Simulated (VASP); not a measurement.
# N in VASP: a series of runs

Runs on N. Level: PBE+D3(BJ). Tasks: single point.

Program: VASP 6.6.1. These are calculated values, not measurements. Logs are shortened: lines on timing, memory, paths and dates and some standing lists are left out, and cuts for length are marked.

### Step 1. The cell of the first run

The cell holds a disordered packing, 24 atoms: a = 8.862 Å, b = 8.862 Å, c = 8.862 Å, α = 90.00°, β = 90.00°, γ = 90.00°.

### Step 2. Single point, PBE+D3(BJ)

The input, INCAR:

```
SYSTEM = N
PREC = Accurate
ENCUT = 910
EDIFF = 1E-6
ISMEAR = -1
SIGMA = 0.05
LREAL = Auto
LASPH = .True.
NELM = 120
ALGO = Normal
ISIF = 2
LWAVE = .False.
LCHARG = .False.
GGA = PE
IVDW = 12
NBANDS = 78
GGA_COMPAT = .False.
```

The input, KPOINTS:

```
regular mesh
0
Gamma
  1 1 1
  0 0 0
```

The input, POSCAR:

```
N
1.0
    8.8620950000      0.0000000000      0.0000000000
    0.0000000000      8.8620950000      0.0000000000
    0.0000000000      0.0000000000      8.8620950000
N
24
Direct
    0.8116590942      0.5143591893      0.3328783995
    0.8745674697      0.6168857364      0.3712553296
    0.6398599880      0.9197035238      0.6378514335
    0.6990672070      0.8618729544      0.7314523259
    0.2748560019      0.1887251265      0.8612636177
    0.3251149982      0.2028752795      0.7476674534
    0.5861932195      0.2310063253      0.0892114111
    0.6971489247      0.2871330086      0.1036775164
    0.0058338350      0.1224202629      0.5581750139
   -0.0417508501      0.1960935874      0.4704869447
    0.2204444886      0.5730247757      0.8444955736
    0.2635494203      0.5900523522      0.7291165351
    0.2257818270      0.4375714772      0.2985298623
    0.1665971759      0.3584028382      0.2217195821
    0.2875166651      0.8441909052      0.3895918516
    0.1957212149      0.9122560749      0.3419620304
    0.5643022333      0.8064571639      0.0458130950
    0.5503326245      0.6888326067      0.0892114111
    0.5674166210      0.2529875836      0.4212547936
    0.5831916719      0.2666299560      0.5446116296
    0.9068623164      0.3796957717      0.7654059226
    0.8122458629      0.4508076251      0.8004089327
    0.0317644981      0.9525738553      0.9739683450
   -0.0883538260      0.9550450542      1.0078091016
```

Potentials or basis: VASP PAW PBE potentials, release 64 (N_h).

Launch:

```sh
> cat potpaw_PBE.64/N_h/POTCAR > POTCAR
> mpirun -np 1 vasp_gam > vasp.out
```

OUTCAR:

```text
SYSTEM = N
   PREC = Accurate
   ENCUT = 910
   EDIFF = 1E-6
   ISMEAR = -1
   LREAL = Auto
   LASPH = .True.
   NELM = 120
   ISIF = 2
   GGA = PE
   IVDW = 12
 IVDW          = 12

 ion  position               nearest neighbor table
   1  0.812  0.514  0.333-   2 1.12
   2  0.875  0.617  0.371-   1 1.12
   3  0.640  0.920  0.638-   4 1.11
   4  0.699  0.862  0.731-   3 1.11
   5  0.275  0.189  0.861-   6 1.11
   6  0.325  0.203  0.748-   5 1.11
[... 16 lines left out ...]
  23  0.032  0.953  0.974-  24 1.11
  24  0.912  0.955  0.008-  23 1.11

  LATTYP: Found a simple cubic cell.
 ALAT       =     8.8620950000

  Lattice vectors:

 A1 = (   8.8620950000,   0.0000000000,   0.0000000000)
 A2 = (   0.0000000000,   8.8620950000,   0.0000000000)
 A3 = (   0.0000000000,   0.0000000000,   8.8620950000)

Analysis of symmetry for initial positions (statically):
=====================================================================
 Subroutine PRICEL returns:
 Original cell was already a primitive cell.

 Routine SETGRP: Setting up the symmetry group for a
 simple cubic supercell.

 Subroutine GETGRP returns: Found  1 space group operations
 (whereof  1 operations were pure point group operations)
 out of a pool of 48 trial point group operations.

The static configuration has the point symmetry C_1 .

Analysis of symmetry for dynamics (positions and initial velocities):
=====================================================================
 Subroutine PRICEL returns:
 Original cell was already a primitive cell.

 Routine SETGRP: Setting up the symmetry group for a
 simple cubic supercell.

 Subroutine GETGRP returns: Found  1 space group operations
 (whereof  1 operations were pure point group operations)
 out of a pool of 48 trial point group operations.

The dynamic configuration has the point symmetry C_1 .

 Subroutine INISYM returns: Found  1 space group operations
 (whereof  1 operations are pure point group operations),
 and found     1 'primitive' translations

----------------------------------------------------------------------------------------
[... 112 lines left out ...]
   NELM   =    120;   NELMIN=  2; NELMDL= -5     # of ELM steps
   EDIFF  = 0.1E-05   stopping-criterion for ELM
   LREAL  =      T    real-space projection
   EDIFFG = 0.1E-04   stopping-criterion for IOM
   NSW    =      0    number of steps for IOM
   IBRION =     -1    ionic relax: 0-MD 1-quasi-New 2-CG
   NFREE  =      0    steps in history (QN), initial steepest desc. (CG)
   ISIF   =      2    stress and relaxation
   ISYM   =      2    0-nonsym 1-usesym 2-fastsym
   POTIM  = 0.5000    time-step for ionic-motion
   TEBEG  =    0.0;   TEEND  =   0.0 temperature during run
   PSTRESS=    0.0 pullay stress
   NELECT =     120.0000    total number of electrons
   NUPDOWN=      -1.0000    fix difference up-down
   EMIN   =  10.00;   EMAX   =-10.00  energy-range for DOS
   EFERMI =   0.00;   METHOD = LEGACY
   ISMEAR =    -1;   SIGMA  =   0.05  broadening in eV -4-tet -1-fermi 0-gaus
   EFERMI_NEDOS =   21; number of points for ismear=-14 and -15
   IALGO  =     38    algorithm
   IMIX   =      4    mixing-type and parameters
     AMIX     =   0.40;   BMIX     =  1.00
     AMIX_MAG =   1.60;   BMIX_MAG =  1.00
  volume/ion in A,a.u.               =      29.00       195.70
  Fermi-wavevector in a.u.,A,eV,Ry     =   0.911169  1.721859 11.295946  0.830229
  Thomas-Fermi vector in A             =   2.035417
   LORBIT       =      0    0 simple, 1 ext, 2 COOP (PROOUT), +10 PAW based schemes
   GGA     = PE    functional components
   LHFCALC =     F    Hartree Fock is set to
   AEXX    =    0.0000 exact exchange contribution
   IVDW    =    12    specifies the selected vdW correction
   LEPSILON=     F    determine dielectric tensor
   LRPA    =     F    only Hartree local field effects (RPA)
 non-spin polarized calculation
  energy-cutoff  :      910.00
  volume of cell :      696.00
 maximum number of plane-waves:     21754
 NGX is ok and might be reduce to    90
   NGX = 43   NGY = 43   NGZ = 43

 number of electron     119.9999999 magnetization

 Free energy of the ion-electron system (eV)
  ---------------------------------------------------
  ext. energy  EPLUGINS =         0.00000000
  ---------------------------------------------------
  free energy    TOTEN  =      -201.73108739 eV

  energy without entropy =     -201.73108739  energy(sigma->0) =     -201.73108739

 E-fermi :  -5.5821     XC(G=0):  -5.5416

 val. band max:       -6.8658894833   @ k =   0.0000   0.0000   0.0000
 cond. band min:       0.4911380155   @ k =   0.0000   0.0000   0.0000
 fundamental gap:      7.3570274989
 Fermi energy:        -5.5820644009

 k-point     1 :       0.0000    0.0000    0.0000
  band No.  band energies     occupation
      1     -25.4780      2.00000
      2     -25.3506      2.00000
      3     -25.3500      2.00000
      4     -25.3048      2.00000
      5     -25.2400      2.00000
      6     -25.1212      2.00000
[... 64 lines left out ...]
     71       0.9021      0.00000
     72       0.9194      0.00000
 [bands above 72 left out]

------------------------ aborting loop because EDIFF is reached ----------------------------------------

 Edisp (eV)   -0.96382

 E8    (eV) :    -0.2244

  FORCE on cell =-STRESS in cart. coord.  units (eV):
  Direction    XX          YY          ZZ          XY          YZ          ZX
  --------------------------------------------------------------------------------------
  -------------------------------------------------------------------------------------
  Total      -1.80427    -4.23055    -2.35473    -2.77535    -0.09354    -1.02995
  in kB      -4.15339    -9.73863    -5.42054    -6.38880    -0.21532    -2.37093
  external pressure =       -6.44 kB  Pullay stress =        0.00 kB

 VOLUME and BASIS-vectors are now :
 -----------------------------------------------------------------------------
  energy-cutoff  :      910.00
  volume of cell :      696.00
      direct lattice vectors                 reciprocal lattice vectors
     8.862095000  0.000000000  0.000000000     0.112840135  0.000000000  0.000000000
     0.000000000  8.862095000  0.000000000     0.000000000  0.112840135  0.000000000
     0.000000000  0.000000000  8.862095000     0.000000000  0.000000000  0.112840135

 POSITION                                       TOTAL-FORCE (eV/Angst)
 -----------------------------------------------------------------------------------
      7.19300      4.55830      2.95000         1.098386      1.874657      0.732334
      7.75050      5.46690      3.29010        -1.071242     -1.747684     -0.669949
      5.67050      8.15050      5.65270         0.298253     -0.317845      0.487808
      6.19520      7.63800      6.48220        -0.290967      0.277109     -0.571181
      2.43580      1.67250      7.63260         0.344354      0.108883     -0.670937
      2.88120      1.79790      6.62590        -0.405317     -0.148889      0.729016
[... 16 lines left out ...]
      0.28150      8.44180      8.63140        -0.496251     -0.047302      0.133643
      8.07910      8.46370      0.06921         0.520260      0.028474     -0.094191
 -----------------------------------------------------------------------------------
    total drift:                                0.019120      0.005355     -0.020998

  FREE ENERGIE OF THE ION-ELECTRON SYSTEM (eV)
  ---------------------------------------------------
  free  energy   TOTEN  =      -202.6949046676 eV

  energy  without entropy=     -202.6949046675  energy(sigma->0) =     -202.69490467
```

OSZICAR:

```text
N       E                     dE             d eps       ncg     rms          rms(c)
DAV:   1     0.157366287349E+04    0.15737E+04   -0.77339E+04   156   0.210E+03
DAV:   2     0.118597171181E+03   -0.14551E+04   -0.14006E+04   234   0.364E+02
DAV:   3    -0.198363401111E+03   -0.31696E+03   -0.31589E+03   184   0.182E+02
DAV:   4    -0.211877787385E+03   -0.13514E+02   -0.13374E+02   200   0.421E+01
DAV:   5    -0.212364412862E+03   -0.48663E+00   -0.48544E+00   226   0.639E+00    0.224E+01
DAV:   6    -0.203775637760E+03    0.85888E+01   -0.13530E+01   178   0.121E+01    0.116E+01
DAV:   7    -0.201781121753E+03    0.19945E+01   -0.82435E+00   208   0.919E+00    0.282E+00
DAV:   8    -0.201736624415E+03    0.44497E-01   -0.65161E-01   200   0.307E+00    0.499E-01
DAV:   9    -0.201732098757E+03    0.45257E-02   -0.31873E-02   200   0.725E-01    0.165E-01
DAV:  10    -0.201731798009E+03    0.30075E-03   -0.26220E-03   240   0.219E-01    0.812E-02
DAV:  11    -0.201731273892E+03    0.52412E-03   -0.49095E-04   208   0.147E-01    0.274E-02
DAV:  12    -0.201731173323E+03    0.10057E-03   -0.32023E-04   232   0.885E-02    0.253E-02
DAV:  13    -0.201731102911E+03    0.70412E-04   -0.10850E-04   208   0.567E-02    0.842E-03
DAV:  14    -0.201731091185E+03    0.11726E-04   -0.32194E-05   232   0.301E-02    0.589E-03
DAV:  15    -0.201731088532E+03    0.26536E-05   -0.85490E-06   200   0.130E-02    0.301E-03
DAV:  16    -0.201731087459E+03    0.10721E-05   -0.12581E-06   144   0.606E-03    0.162E-03
DAV:  17    -0.201731087385E+03    0.74070E-07   -0.62925E-07   144   0.370E-03
   1 F= -.20269490E+03 E0= -.20269490E+03  d E =-.232418E-10
```

stdout:

```text
POSCAR found type information on POSCAR N
 POSCAR found :  1 types and      24 ions
 scaLAPACK will be used
 LDA part: xc-table for (Slater+PW92), standard interpolation
 POSCAR, INCAR and KPOINTS ok, starting setup
 FFT: planning ... GRIDC
 FFT: planning ... GRID_SOFT
 FFT: planning ... GRID
 WAVECAR not read
 entering main loop
```

It took 6.5 min on 1 thread of AMD EPYC 7R43 (Zen 3), shared host; peak memory 1.1 GiB.

What came out:

| Item | Value |
| --- | --- |
| Free energy | -202.6949 eV |
| Pressure | -0.6 GPa |
| Largest force | 2.293 eV/Å |
| Dispersion energy per atom | -0.040 eV |

Forces on the atoms (eV/Å):
```
N    1.098  1.875  0.732
N   -1.071 -1.748 -0.670
N    0.298 -0.318  0.488
N   -0.291  0.277 -0.571
N    0.344  0.109 -0.671
N   -0.405 -0.149  0.729
N    0.878  0.446  0.005
N   -0.861 -0.518 -0.275
N    0.158 -0.330  0.278
N   -0.174  0.213 -0.335
N   -0.028  0.026  0.105
N    0.044  0.033 -0.097
N   -0.415 -0.588 -0.580
N    0.467  0.588  0.540
N    0.614 -0.435  0.302
N   -0.567  0.400 -0.326
N   -0.286 -1.917  0.760
N    0.227  1.901 -0.707
N   -0.005  0.082  1.083
N   -0.012 -0.043 -0.922
N    0.950 -0.641 -0.251
N   -0.987  0.756  0.346
N   -0.496 -0.047  0.134
N    0.520  0.028 -0.094
```

Stress tensor (GPa, compression positive):
```
-0.42 -0.64 -0.24
-0.64 -0.97 -0.02
-0.24 -0.02 -0.54
```

Levels at points of the mesh, in eV from the Fermi level:
| k point | band 56 | band 57 | band 58 | band 59 | band 60 | band 61 | band 62 | band 63 | band 64 | band 65 |
| --- | --- | --- | --- | --- | --- | --- | --- | --- | --- | --- |
| (0.00, 0.00, 0.00) | -1.59 | -1.56 | -1.50 | -1.37 | -1.28 | 6.07 | 6.09 | 6.15 | 6.16 | 6.21 |

Caveat: the k points lie up to 0.71 Å⁻¹ apart; the cutoff is under 1.25 times the usual one of these potentials, so pressure, stress and relaxed cells hold a basis-set (Pulay) error.

### Step 3. Single point, PBE+D3(BJ)

The input, INCAR:

```
PREC = Accurate ; ENCUT = 910
EDIFF = 1E-6 ; ISMEAR = -1
SIGMA = 0.05 ; LREAL = Auto
LASPH = True ; NELM = 120
ALGO = Normal ; ISIF = 2
LWAVE = False ; LCHARG = False
GGA = PE ; IVDW = 12
NBANDS = 78 ; GGA_COMPAT = False
```

The input, KPOINTS:

```
regular mesh
0
Gamma
  1 1 1
```

The input, POSCAR:

```
N
1.0
    8.8620950000      0.0000000000      0.0000000000
    0.0000000000      8.8620950000      0.0000000000
    0.0000000000      0.0000000000      8.8620950000
N
24
Direct
    0.7946428017      0.5105339087      0.3999392920
    0.9093673674      0.5579944697      0.3797183397
    0.6135231004      0.8771627928      0.6323448349
    0.6842625813      0.7800300042      0.6599906681
    0.3004030085      0.1348552459      0.8905907689
    0.2891415630      0.0964670318      0.7726728274
    0.5832932281      0.3170017925      0.0738538686
    0.6954224706      0.2700038761      0.1038919127
    0.0085194302      0.0983853141      0.5139981009
   -0.0678620574      0.1318198462      0.4218754143
    0.3049278980      0.5937873607      0.8265088560
    0.2347639018      0.6326382193      0.7339009568
    0.1903838765      0.4060100913      0.2962504916
    0.2678373455      0.4272014687      0.3912618856
    0.2850454661      0.7818692984      0.3996571917
    0.2795952876      0.9037704967      0.3849879741
    0.4929759837      0.8248726740      0.0227598553
    0.5799531601      0.7430297238      0.0534072361
    0.5275840532      0.1585065382      0.4077139773
    0.5468120123      0.2107515209      0.5174058730
    0.8864608199      0.4942172252      0.7955229548
    0.8416294341      0.3841078210      0.7515830060
   -0.0065108758      0.9497528519      1.0569396965
   -0.0585076102      1.0153016866      0.9647267379
```

Potentials or basis: VASP PAW PBE potentials, release 64 (N_h).

Launch:

```sh
> cat potpaw_PBE.64/N_h/POTCAR > POTCAR
> mpirun -np 1 vasp_gam > vasp.out
```

OUTCAR:

```text
PREC = Accurate
   ENCUT = 910
   EDIFF = 1E-6
   ISMEAR = -1
   LREAL = Auto
   LASPH = True
   NELM = 120
   ISIF = 2
   GGA = PE
   IVDW = 12
 IVDW          = 12

 ion  position               nearest neighbor table
   1  0.795  0.511  0.400-   2 1.11
   2  0.909  0.558  0.380-   1 1.11
   3  0.614  0.877  0.632-   4 1.09
   4  0.684  0.780  0.660-   3 1.09
   5  0.300  0.135  0.891-   6 1.10
   6  0.289  0.096  0.773-   5 1.10
[... 16 lines left out ...]
  23  0.993  0.950  0.057-  24 1.10
  24  0.941  0.015  0.965-  23 1.10

  LATTYP: Found a simple cubic cell.
 ALAT       =     8.8620950000

  Lattice vectors:

 A1 = (   8.8620950000,   0.0000000000,   0.0000000000)
 A2 = (   0.0000000000,   8.8620950000,   0.0000000000)
 A3 = (   0.0000000000,   0.0000000000,   8.8620950000)

Analysis of symmetry for initial positions (statically):
[... 195 lines left out ...]
 val. band max:       -6.9862768504   @ k =   0.0000   0.0000   0.0000
 cond. band min:       0.4640386596   @ k =   0.0000   0.0000   0.0000
 fundamental gap:      7.4503155100
 Fermi energy:        -5.7433519930

 k-point     1 :       0.0000    0.0000    0.0000
  band No.  band energies     occupation
      1     -25.5857      2.00000
      2     -25.5340      2.00000
      3     -25.5104      2.00000
      4     -25.3976      2.00000
      5     -25.2893      2.00000
      6     -25.2776      2.00000
[... 64 lines left out ...]
     71       0.9061      0.00000
     72       0.9471      0.00000
 [bands above 72 left out]

------------------------ aborting loop because EDIFF is reached ----------------------------------------

 Edisp (eV)   -0.96509

 E8    (eV) :    -0.2250

  FORCE on cell =-STRESS in cart. coord.  units (eV):
  Direction    XX          YY          ZZ          XY          YZ          ZX
  --------------------------------------------------------------------------------------
  -------------------------------------------------------------------------------------
  Total      -1.03787     1.04260     1.93613    -3.33539    -1.67626     1.61751
  in kB      -2.38915     2.40005     4.45693    -7.67799    -3.85871     3.72347
  external pressure =        1.49 kB  Pullay stress =        0.00 kB

 VOLUME and BASIS-vectors are now :
 -----------------------------------------------------------------------------
  energy-cutoff  :      910.00
  volume of cell :      696.00
      direct lattice vectors                 reciprocal lattice vectors
     8.862095000  0.000000000  0.000000000     0.112840135  0.000000000  0.000000000
     0.000000000  8.862095000  0.000000000     0.000000000  0.112840135  0.000000000
     0.000000000  0.000000000  8.862095000     0.000000000  0.000000000  0.112840135

 POSITION                                       TOTAL-FORCE (eV/Angst)
 -----------------------------------------------------------------------------------
      7.04220      4.52440      3.54430         1.505560      0.632621     -0.303007
      8.05890      4.94500      3.36510        -1.624212     -0.541072      0.282831
      5.43710      7.77350      5.60390        -0.832293      1.084168     -0.290235
      6.06400      6.91270      5.84890         0.837717     -1.137140      0.316026
      2.66220      1.19510      7.89250        -0.017866     -0.026936     -0.138355
      2.56240      0.85490      6.84750         0.044273      0.033194      0.121278
[... 16 lines left out ...]
      8.80440      8.41680      0.50460        -0.062329      0.061999     -0.082029
      8.34360      0.13561      8.54950         0.037183     -0.087582      0.090099
 -----------------------------------------------------------------------------------
    total drift:                               -0.008298      0.007279     -0.010350

  FREE ENERGIE OF THE ION-ELECTRON SYSTEM (eV)
  ---------------------------------------------------
  free  energy   TOTEN  =      -202.7261433072 eV

  energy  without entropy=     -202.7261433071  energy(sigma->0) =     -202.72614331
```

stdout:

```text
POSCAR found type information on POSCAR N
 POSCAR found :  1 types and      24 ions
 scaLAPACK will be used
 LDA part: xc-table for (Slater+PW92), standard interpolation
 POSCAR, INCAR and KPOINTS ok, starting setup
 FFT: planning ... GRIDC
 FFT: planning ... GRID_SOFT
 FFT: planning ... GRID
 WAVECAR not read
 entering main loop
```

Run time: 6.5 min. Hardware: 1 thread of Intel Xeon Platinum 8488C (Sapphire Rapids), shared host; peak memory 1.1 GiB.

What came out:

| Property | Result |
| --- | --- |
| Free energy | -202.7261 eV |
| Pressure | 0.1 GPa |
| Largest force | 2.732 eV/Å |
| Dispersion energy per atom | -0.040 eV |

Forces on the atoms (eV/Å):
```
N    1.506  0.633 -0.303
N   -1.624 -0.541  0.283
N   -0.832  1.084 -0.290
N    0.838 -1.137  0.316
N   -0.018 -0.027 -0.138
N    0.044  0.033  0.121
N    0.915 -0.347  0.235
N   -0.910  0.387 -0.279
N    0.082 -0.048  0.173
N   -0.127  0.052 -0.160
N    1.446 -0.854  1.898
N   -1.490  0.815 -1.921
N    0.092 -0.057 -0.041
N    0.004 -0.043 -0.011
N    0.117 -1.937  0.214
N   -0.122  1.967 -0.260
N   -0.993  0.967 -0.330
N    1.043 -0.948  0.396
N   -0.249 -0.747 -1.573
N    0.280  0.804  1.605
N   -0.956 -2.392 -0.904
N    0.980  2.362  0.961
N   -0.062  0.062 -0.082
N    0.037 -0.088  0.090
```

Stress tensor (GPa, compression positive):
```
-0.24 -0.77  0.37
-0.77  0.24 -0.39
 0.37 -0.39  0.45
```

Caveat: the k points lie up to 0.71 Å⁻¹ apart; the cutoff is under 1.25 times the usual one of these potentials, so pressure, stress and relaxed cells hold a basis-set (Pulay) error; the atoms stand as in a frame of molecular dynamics.

(Continued in part 2 of 2.)
